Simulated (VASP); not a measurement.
Here is a VASP 6.6.1 calculation.

File INCAR:

```
SYSTEM = BPd4
  PREC = Accurate
  ENCUT = 1230
  EDIFF = 1E-6
  ISMEAR = 0
  SIGMA = 0.1
  LREAL = .False.
  LASPH = .True.
  NELM = 120
  ALGO = Normal
  ISIF = 2
  LWAVE = .False.
  LCHARG = .False.
  GGA = PE
  NBANDS = 46
  GGA_COMPAT = .False.
```

The input KPOINTS:

```
Automatic mesh
0
Gamma
  4 4 4
  0 0 0
```

The input POSCAR:

```
BPd4
1.0
    4.2013854119      0.0000000000      0.0000000000
    0.0000000000      4.2013854119      0.0000000000
    0.0000000000      0.0000000000      4.2013854119
B Pd
1 4
Direct
    0.5000000000      0.5000000000      0.5000000000
    0.2342314685      0.2342314685      0.2342314685
    0.7657685315      0.7657685315      0.2342314685
    0.7657685315      0.2342314685      0.7657685315
    0.2342314685      0.7657685315      0.7657685315
```

Potentials or basis: VASP PAW PBE potentials, release 64 (B_h, Pd_sv_GW).

The run is started by

```bash
$ cat potpaw_PBE.64/B_h/POTCAR potpaw_PBE.64/Pd_sv_GW/POTCAR > POTCAR
$ mpirun -np 1 vasp_std > vasp.out
```

Task: What does it give for the pressure?

Result: -0.1 GPa.

Task: What does it give for the largest force?

Result: 0.018 eV/Å.

Task: Predict the band gap on the k mesh.

Result: Zero (an odd number of electrons rules out a gap without spin polarisation).

Forces in eV/Å, atoms in the order of the input:
```
B    0.000  0.000  0.000
Pd   0.010  0.010  0.010
Pd  -0.010 -0.010  0.010
Pd  -0.010  0.010 -0.010
Pd   0.010 -0.010 -0.010
```

Caveat: the k points lie up to 0.37 Å⁻¹ apart, too coarse for converged energies and pressures of a metal.
